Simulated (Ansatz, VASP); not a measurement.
# Ca: VASP beside Ansatz

```
Ca
1.0
     3.33594   -1.95422   -0.58088
     3.33594    1.95422   -0.58088
    -3.23237    0.00000    7.05542
Ca
2
Direct
  0.00006 0.00006 0.24988
  0.99994 0.99994 0.75012
```

Alike in both runs: functional PBE; k mesh 4 × 4 × 4; occupations gaussian, width 0.1 eV; no spin polarisation.

Ansatz relaxed the structure, and its values are those at the end. VASP's run is a single point on that final structure, the one shown.

```csv
,VASP,Ansatz
version,VASP 6.6.1,Ansatz 0.2.0
potentials or method,"VASP PAW PBE potentials, release 64 (Ca_sv), cutoff 520 eV","scalar-relativistic, plane waves, PAW"
valence electrons in the cell,20,20
```

```tsv
	VASP	Ansatz	Ansatz less VASP
gap on the k mesh at the Fermi level (eV)	none	none	-
pressure (GPa)	0.1	0.0	-0.01
```

A gap of «none» marks a metal or a gap that the smearing closes.

The k mesh is coarse, so the values compare programs but aren't converged.
